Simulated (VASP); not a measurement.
# Ti4O5 (I4/m) in VASP: single point with PBEsol

Aim: the single point of Ti4O5 with PBEsol.

All numbers are computed with VASP 6.6.1; they aren't measurements. Logs are shortened: lines on timing, memory, paths and dates and some standing lists are left out, and cuts for length are marked.

## (1) The cell of the first run

The structure is tetragonal, space group I4/m (No. 87). Conventional cell: a = 6.544 Å, b = 6.544 Å, c = 4.123 Å, α = 90.00°, β = 90.00°, γ = 90.00°. Within 2.6 Å of Ti (site symmetry m) lie 6 O at 1.99 to 2.12 Å. O (site symmetry m) has 5 Ti at 2.06 to 2.12 Å and 12 O at 2.79 to 3.02 Å within 3.1 Å. Within 2.6 Å of O (site symmetry 4/m) lie 4 Ti at 1.99 Å.

## (2) Single point, PBEsol

INCAR reads:

```
  PREC = Accurate
  ENCUT = 520
  EDIFF = 1E-6
  ISMEAR = 0
  SIGMA = 0.1
  LREAL = F
  LASPH = T
  NELM = 80
  ALGO = Normal
  ISIF = 2
  LWAVE = F
  LCHARG = F
  GGA = PS
  NBANDS = 49
```

KPOINTS reads:

```
Automatic mesh
0
Gamma
  10 10 10
```

POSCAR reads:

```
Ti4O5
1.0
   -3.2719792177      3.2719792177      2.0615458146
    3.2719792177     -3.2719792177      2.0615458146
    3.2719792177      3.2719792177     -2.0615458146
Ti O
4 5
Direct
    0.6070478066      0.2153590663      0.8224068729
    0.2153590663      0.3929521934      0.6083112597
    0.7846409337      0.6070478066      0.3916887403
    0.3929521934      0.7846409337      0.1775931271
    0.9080872218      0.3075578076      0.2156450295
    0.3075578076      0.0919127782      0.3994705858
    0.6924421924      0.9080872218      0.6005294142
    0.0919127782      0.6924421924      0.7843549705
    0.5000000000      0.5000000000      0.0000000000
```

Potentials or basis: VASP PAW PBE potentials, release 64 (Ti_sv, O).

Started as:

```
cat potpaw_PBE.64/Ti_sv/POTCAR potpaw_PBE.64/O/POTCAR > POTCAR
mpirun -np 1 vasp_std > vasp.out
```

OUTCAR:

```text
PREC = Accurate
   ENCUT = 520
   EDIFF = 1E-6
   ISMEAR = 0
   LREAL = F
   LASPH = T
   NELM = 80
   ISIF = 2
   GGA = PS

 ion  position               nearest neighbor table
   1  0.607  0.215  0.822-   9 1.99   5 2.06   8 2.07   8 2.07   7 2.09   6 2.12   2 2.81   3 2.81
                             4 2.82   4 2.82
   2  0.215  0.393  0.608-   9 1.99   6 2.06   7 2.07   7 2.07   5 2.09   8 2.12   1 2.81   4 2.81
                             3 2.82   3 2.82
   3  0.785  0.607  0.392-   9 1.99   7 2.06   6 2.07   6 2.07   8 2.09   5 2.12   4 2.81   1 2.81
                             2 2.82   2 2.82
   4  0.393  0.785  0.178-   9 1.99   8 2.06   5 2.07   5 2.07   6 2.09   7 2.12   3 2.81   2 2.81
                             1 2.82   1 2.82
   5  0.908  0.308  0.216-   1 2.06   4 2.07   4 2.07   2 2.09   3 2.12
   6  0.308  0.092  0.399-   2 2.06   3 2.07   3 2.07   4 2.09   1 2.12
   7  0.692  0.908  0.601-   3 2.06   2 2.07   2 2.07   1 2.09   4 2.12
   8  0.092  0.692  0.784-   4 2.06   1 2.07   1 2.07   3 2.09   2 2.12
   9  0.500  0.500  0.000-   2 1.99   3 1.99   1 1.99   4 1.99

  LATTYP: Found a body centered tetragonal cell.
 ALAT       =     6.5439584354
 C/A-ratio  =     0.6300607912

  Lattice vectors:

 A1 = (  -3.2719792177,   3.2719792177,   2.0615458146)
 A2 = (   3.2719792177,  -3.2719792177,   2.0615458146)
 A3 = (   3.2719792177,   3.2719792177,  -2.0615458146)

Analysis of symmetry for initial positions (statically):
=====================================================================
 Subroutine PRICEL returns:
 Original cell was already a primitive cell.

 Routine SETGRP: Setting up the symmetry group for a
 body centered tetragonal supercell.

 Subroutine GETGRP returns: Found  8 space group operations
 (whereof  8 operations were pure point group operations)
 out of a pool of 16 trial point group operations.

The static configuration has the point symmetry C_4h.

Analysis of symmetry for dynamics (positions and initial velocities):
=====================================================================
 Subroutine PRICEL returns:
 Original cell was already a primitive cell.

 Routine SETGRP: Setting up the symmetry group for a
 body centered tetragonal supercell.

 Subroutine GETGRP returns: Found  8 space group operations
 (whereof  8 operations were pure point group operations)
 out of a pool of 16 trial point group operations.

The dynamic configuration has the point symmetry C_4h.

 Subroutine INISYM returns: Found  8 space group operations
 (whereof  8 operations are pure point group operations),
 and found     1 'primitive' translations

----------------------------------------------------------------------------------------

                                     Primitive cell

  volume of cell :      88.2824

  direct lattice vectors                    reciprocal lattice vectors
    -3.271979218  3.271979218  2.061545815     0.000000000  0.152812707  0.242536448
     3.271979218 -3.271979218  2.061545815     0.152812707  0.000000000  0.242536448
     3.271979218  3.271979218 -2.061545815     0.152812707  0.152812707  0.000000000

  length of vectors
     5.065734611  5.065734611  5.065734611     0.286662959  0.286662959  0.216109802

  position of ions in fractional coordinates (direct lattice)
     0.607047807  0.215359066  0.822406873
     0.215359066  0.392952193  0.608311260
     0.784640934  0.607047807  0.391688740
     0.392952193  0.784640934  0.177593127
     0.908087222  0.307557808  0.215645030
     0.307557808  0.091912778  0.399470586
     0.692442192  0.908087222  0.600529414
     0.091912778  0.692442192  0.784354970
     0.500000000  0.500000000  0.000000000

  ion indices of the primitive-cell ions
   primitive index   ion index
                 1           1
                 2           2
                 3           3
                 4           4
                 5           5
                 6           6
                 7           7
                 8           8
                 9           9

----------------------------------------------------------------------------------------

 KPOINTS: Automatic mesh

Automatic generation of k-mesh.
 Grid dimensions read from file:
 generate k-points for:   10   10   10

 Generating k-lattice:

  Cartesian coordinates                     Fractional coordinates (reciprocal lattice)
     0.000000000  0.015281271  0.024253645     0.100000000  0.000000000  0.000000000
     0.015281271  0.000000000  0.024253645     0.000000000  0.100000000  0.000000000
     0.015281271  0.015281271  0.000000000     0.000000000  0.000000000  0.100000000

  Length of vectors
     0.028666296  0.028666296  0.021610980

  Shift w.r.t. Gamma in fractional coordinates (k-lattice)
     0.000000000  0.000000000  0.000000000

 Subroutine IBZKPT returns following result:
 ===========================================

 Found    144 irreducible k-points:

 Following reciprocal coordinates:
            Coordinates               Weight
  0.000000  0.000000  0.000000      1.000000
  0.100000 -0.000000  0.000000      8.000000
  0.200000 -0.000000  0.000000      8.000000
  0.300000  0.000000 -0.000000      8.000000
  0.400000 -0.000000  0.000000      8.000000
  0.500000 -0.000000  0.000000      4.000000
[... 16 lines left out ...]
  0.200000  0.200000  0.000000      8.000000
  0.300000  0.200000  0.000000      8.000000
 [... further k-points ...]
   k-points           NKPTS =    144   k-points in BZ     NKDIM =    144   number of bands    NBANDS=     49
   number of dos      NEDOS =    301   number of ions     NIONS =      9
   total plane-waves  NPLWV =  64000
   dimension x,y,z NGX =    40 NGY =   40 NGZ =   40
   dimension x,y,z NGXF=    80 NGYF=   80 NGZF=   80
   ions per type =               4   5
   NGX,Y,Z   is equivalent  to a cutoff of  13.13, 13.13, 13.13 a.u.
   NGXF,Y,Z  is equivalent  to a cutoff of  26.25, 26.25, 26.25 a.u.
 SYSTEM =  unknown system
   PREC   = accura    normal or accurate (medium, high low for compatibility)
   ISTART =      0    job   : 0-new  1-cont  2-samecut
   ICHARG =      2    charge: 1-file 2-atom 10-const
   ISPIN  =      1    spin polarized calculation?
   LNONCOLLINEAR =      F non collinear calculations
   LSORBIT =      F    spin-orbit coupling
   LASPH  =      T    aspherical Exc in radial PAW
   ENCUT  =  520.0 eV  38.22 Ry    6.18 a.u.   9.42  9.42  9.42*2*pi/ulx,y,z
   NELM   =     80;   NELMIN=  2; NELMDL= -5     # of ELM steps
   EDIFF  = 0.1E-05   stopping-criterion for ELM
   LREAL  =      F    real-space projection
   EDIFFG = 0.1E-04   stopping-criterion for IOM
   NSW    =      0    number of steps for IOM
   IBRION =     -1    ionic relax: 0-MD 1-quasi-New 2-CG
   NFREE  =      0    steps in history (QN), initial steepest desc. (CG)
   ISIF   =      2    stress and relaxation
   ISYM   =      2    0-nonsym 1-usesym 2-fastsym
   POTIM  = 0.5000    time-step for ionic-motion
   TEBEG  =    0.0;   TEEND  =   0.0 temperature during run
   PSTRESS=    0.0 pullay stress
   NELECT =      78.0000    total number of electrons
   NUPDOWN=      -1.0000    fix difference up-down
   EMIN   =  10.00;   EMAX   =-10.00  energy-range for DOS
   EFERMI =   0.00;   METHOD = LEGACY
   ISMEAR =     0;   SIGMA  =   0.10  broadening in eV -4-tet -1-fermi 0-gaus
   EFERMI_NEDOS =   21; number of points for ismear=-14 and -15
   IALGO  =     38    algorithm
   IMIX   =      4    mixing-type and parameters
     AMIX     =   0.40;   BMIX     =  1.00
     AMIX_MAG =   1.60;   BMIX_MAG =  1.00
  volume/ion in A,a.u.               =       9.81        66.20
  Fermi-wavevector in a.u.,A,eV,Ry     =   1.570899  2.968569 33.575432  2.467725
  Thomas-Fermi vector in A             =   2.672564
   LORBIT       =      0    0 simple, 1 ext, 2 COOP (PROOUT), +10 PAW based schemes
   GGA     = PS    functional components
   LHFCALC =     F    Hartree Fock is set to
   AEXX    =    0.0000 exact exchange contribution
   IVDW    =     0    specifies the selected vdW correction
   LEPSILON=     F    determine dielectric tensor
   LRPA    =     F    only Hartree local field effects (RPA)
 non-spin polarized calculation
 Gauss-broadening in eV      SIGMA  =   0.10
  energy-cutoff  :      520.00
  volume of cell :       88.28
 maximum number of plane-waves:      2439
 NGX is ok and might be reduce to    40
   NGX = 19   NGY = 19   NGZ = 19

 number of electron      78.0000005 magnetization

 Free energy of the ion-electron system (eV)
  ---------------------------------------------------
  ext. energy  EPLUGINS =         0.00000000
  ---------------------------------------------------
  free energy    TOTEN  =       -84.96783920 eV

  energy without entropy =      -84.94999721  energy(sigma->0) =      -84.95891820

 E-fermi :  10.4184     XC(G=0): -12.6058

 val. band max:       10.4071325657   @ k =   0.3000   0.3000  -0.0000
 cond. band min:      10.4237534813   @ k =  -0.3000  -0.3000   0.2000
 fundamental gap:      0.0166209156
 Fermi energy:        10.4184162365

 k-point     1 :       0.0000    0.0000    0.0000
  band No.  band energies     occupation
      1     -47.5980      2.00000
      2     -47.4657      2.00000
      3     -47.4540      2.00000
      4     -47.4540      2.00000
      5     -24.3283      2.00000
      6     -24.2053      2.00000
[... 41 lines left out ...]
     48      12.3514      0.00000
     49      12.3950      0.00000

 k-point     2 :       0.1000   -0.0000    0.0000
  band No.  band energies     occupation
      1     -47.5935      2.00000
      2     -47.4694      2.00000
      3     -47.4559      2.00000
      4     -47.4527      2.00000
      5     -24.3307      2.00000
      6     -24.2252      2.00000
[... 1136 lines left out ...]
 k-point    24 :       0.3000    0.2000    0.0000
  band No.  band energies     occupation
      1     -47.5286      2.00000
      2     -47.4936      2.00000
      3     -47.4901      2.00000
      4     -47.4567      2.00000
      5     -24.3984      2.00000
      6     -24.3378      2.00000
[... 41 lines left out ...]
     48      12.2964      0.00000
     49      12.3395      0.00000

 [... further k-points ...]

------------------------ aborting loop because EDIFF is reached ----------------------------------------

  FORCE on cell =-STRESS in cart. coord.  units (eV):
  Direction    XX          YY          ZZ          XY          YZ          ZX
  --------------------------------------------------------------------------------------
  -------------------------------------------------------------------------------------
  Total        0.4368629      0.4368629      0.3786619     -0.0000001      0.0000000      0.0000000
  in kB        7.9283288      7.9283288      6.8720785     -0.0000021      0.0000000      0.0000000
  external PRESSURE =       7.5762454 kB  Pullay stress =       0.0000000 kB

 VOLUME and BASIS-vectors are now :
 -----------------------------------------------------------------------------
  energy-cutoff  :      520.00
  volume of cell :       88.28
      direct lattice vectors                 reciprocal lattice vectors
    -3.271979218  3.271979218  2.061545815     0.000000000  0.152812707  0.242536448
     3.271979218 -3.271979218  2.061545815     0.152812707  0.000000000  0.242536448
     3.271979218  3.271979218 -2.061545815     0.152812707  0.152812707  0.000000000

 POSITION                                       TOTAL-FORCE (eV/Angst)
 -----------------------------------------------------------------------------------
      1.40930      3.97250      0.00000        -0.009576      0.005148      0.000000
      2.57146      1.40930      0.00000        -0.005148     -0.009576     -0.000000
      0.70052      1.86268      2.06155         0.005148      0.009576     -0.000000
      1.86268     -0.70052      2.06155         0.009576     -0.005148     -0.000000
     -1.25933      2.67051      2.06155        -0.011965      0.013739     -0.000000
      0.60147      2.01265     -0.00000        -0.013739     -0.011965      0.000000
      2.67051      1.25933      2.06155         0.013739      0.011965     -0.000000
      4.53131      0.60147      0.00000         0.011965     -0.013739      0.000000
      0.00000      0.00000      2.06155        -0.000000     -0.000000     -0.000000
 -----------------------------------------------------------------------------------
    total drift:                                0.000000      0.000000     -0.000000

  FREE ENERGIE OF THE ION-ELECTRON SYSTEM (eV)
  ---------------------------------------------------
  free  energy   TOTEN  =       -84.9678391984 eV

  energy  without entropy=      -84.9499972073  energy(sigma->0) =      -84.95891820
```

Run time: 7.4 min. Hardware: 1 thread of Intel Xeon 6975P-C (Granite Rapids), shared host; peak memory 0.56 GiB.

Results:

```yaml
Free_energy: -84.9678 eV
Pressure: 0.8 GPa
Largest_force: 0.018 eV/Å
Band_gap_on_the_k_mesh: zero (bands 39 and 40 overlap by 1.26 eV)
```

Forces on the atoms (eV/Å):
```
Ti  -0.010  0.005  0.000
Ti  -0.005 -0.010  0.000
Ti   0.005  0.010  0.000
Ti   0.010 -0.005  0.000
O   -0.012  0.014  0.000
O   -0.014 -0.012  0.000
O    0.014  0.012  0.000
O    0.012 -0.014  0.000
O    0.000  0.000  0.000
```

Stress tensor (GPa, compression positive):
```
0.79 0.00 0.00
0.00 0.79 0.00
0.00 0.00 0.69
```

Caveat: the PAW data sets were made with another functional, which shifts forces and pressure a little; semilocal functionals often make such compounds metallic where correlation or magnetic order opens a gap, which also shifts bond lengths.
